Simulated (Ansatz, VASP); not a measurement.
## NiO in VASP and in Ansatz

Contents of INCAR:

```
SYSTEM = NiO
PREC = Accurate ; ENCUT = 520
EDIFF = 1E-7 ; ISMEAR = 0
SIGMA = 0.1 ; LREAL = .FALSE.
LASPH = .TRUE. ; NELM = 150
ALGO = Normal ; ISIF = 2
LWAVE = .FALSE. ; LCHARG = .FALSE.
ISPIN = 2 ; MAGMOM = 1.6 0.32
LORBIT = 11 ; LMAXMIX = 4
GGA = PE ; NBANDS = 19
```

File KPOINTS:

```
Automatic mesh
0
G
  18 18 18
  0 0 0
```

Contents of POSCAR:

```
NiO
1.0
    0.0000000000      2.1290505341      2.1290505341
    2.1290505341      0.0000000000      2.1290505341
    2.1290505341      2.1290505341      0.0000000000
Ni O
1 1
Direct
    0.0000000000      0.0000000000      0.0000000000
    0.5000000000      0.5000000000      0.5000000000
```

Input for Ansatz:

```yaml
crystal:
  lattice:
    - [0.0, 2.1290504512, 2.1290504512]
    - [2.1290504512, 0.0, 2.1290504512]
    - [2.1290504512, 2.1290504512, 0.0]
  atoms:
    - { symbol: Ni, position: [0.0, 0.0, 0.0], spin: 1.6 }
    - { symbol: O, position: [0.5, 0.5, 0.5], spin: 0.32 }
basis:
  ecutwfc: 420
kpoints:
  mp_grid: { grid: [18, 18, 18] }
hamiltonian:
  xc: pbe
scf:
  occupations: { method: gaussian, width: 0.1 }
output:
  forces: true
  stress: true
  eigenvalues: true
  populations: true
magnetization:
  spin_polarized: true
```

Alike in both runs: task single point; functional PBE; k mesh 18 × 18 × 18; occupations gaussian, width 0.1 eV; collinear spin.

|  | VASP | Ansatz |
| --- | --- | --- |
| version | VASP 6.6.1 | Ansatz 0.2.0 |
| potentials or method | VASP PAW PBE potentials, release 64 (Ni, O), cutoff 520 eV | scalar-relativistic, plane waves, PAW |
| valence electrons in the cell | 16 | 24 |

VASP gave:

* gap on the k mesh at the Fermi level (eV): none
* pressure (GPa): -5.0
* net moment per atom (μB): 0.92
* size of the moment on the site where the two differ most (μB): 0.29

**Question.** What did Ansatz give for the same quantities?

**Answer.** gap on the k mesh at the Fermi level (eV): none; pressure (GPa): -4.6; net moment per atom (μB): 0.93; size of the moment on the site where the two differ most (μB): 0.31.

Site moments also hang on the region over which each program counts them. A gap of «none» marks a metal or a gap that the smearing closes. VASP's potentials hold 16 valence electrons a cell and Ansatz's 24, so a difference there can come from the potentials and not from the codes.
